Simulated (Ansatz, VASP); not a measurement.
# Te3As4: VASP beside Ansatz

The input INCAR:

```
ALGO = Normal ; EDIFF = 1E-6
ENCUT = 500 ; GGA = PE
GGA_COMPAT = F ; ISIF = 2
ISMEAR = 0 ; LASPH = T
LCHARG = T ; LELF = T
LREAL = F ; LVHAR = T
LWAVE = F ; NBANDS = 28
NELM = 120 ; PREC = Accurate
SIGMA = 0.1
```

Contents of KPOINTS:

```
k-points
0
Gamma
  4 4 4
```

POSCAR

```
Te3As4
1.0
    6.0223785300      0.0000000000      0.0000000000
    0.0000000000      6.0223785300      0.0000000000
    0.0000000000      0.0000000000      6.0223785300
Te As
3 4
Direct
    0.0000000000      0.0000000000      0.5000000000
    0.5000000000      0.0000000000      0.0000000000
    0.0000000000      0.5000000000      0.0000000000
    0.2842946100      0.7157053900      0.2842946100
    0.7157053900      0.2842946100      0.2842946100
    0.2842946100      0.2842946100      0.7157053900
    0.7157053900      0.7157053900      0.7157053900
```

Input for Ansatz:

```yaml
crystal:
  lattice:
    - [6.02237853, 0.0, 0.0]
    - [0.0, 6.02237853, 0.0]
    - [0.0, 0.0, 6.02237853]
  atoms:
    - { symbol: Te, position: [0.0, 0.0, 0.5] }
    - { symbol: Te, position: [0.5, 0.0, 0.0] }
    - { symbol: Te, position: [0.0, 0.5, 0.0] }
    - { symbol: As, position: [0.28429461, 0.71570539, 0.28429461] }
    - { symbol: As, position: [0.71570539, 0.28429461, 0.28429461] }
    - { symbol: As, position: [0.28429461, 0.28429461, 0.71570539] }
    - { symbol: As, position: [0.71570539, 0.71570539, 0.71570539] }
basis:
  ecutwfc: 420
kpoints:
  mp_grid: { grid: [4, 4, 4] }
hamiltonian:
  xc: pbe
scf:
  occupations: { method: gaussian, width: 0.1 }
  lower_state_search: "off"
output:
  forces: true
  stress: true
  eigenvalues: true
```

Change from the starting cell: species swapped into the Sn3As4 type (P-43m, No. 215).

Alike in both runs: task single point; functional PBE; k mesh 4 × 4 × 4; occupations gaussian, width 0.1 eV; no spin polarisation.

|  | VASP | Ansatz |
| --- | --- | --- |
| version | VASP 6.6.1 | Ansatz 0.2.0 |
| potentials or method | VASP PAW PBE potentials, release 64 (Te, As), cutoff 500 eV | scalar-relativistic, plane waves, PAW |
| valence electrons in the cell | 38 | 108 |

|  | VASP | Ansatz | Ansatz less VASP |
| --- | --- | --- | --- |
| gap on the k mesh at the Fermi level (eV) | none | none | - |
| pressure (GPa) | 2.6 | 2.5 | -0.06 |
| rms of the force components (eV/Å) | 0.409 | 0.404 | -0.0047 |

Atom by atom the forces differ by 0.005 eV/Å (rms over components). A gap of «none» marks a metal or a gap that the smearing closes. VASP's potentials hold 38 valence electrons a cell and Ansatz's 108, so a difference there can come from the potentials and not from the codes.

Neither program's run includes spin-orbit coupling.
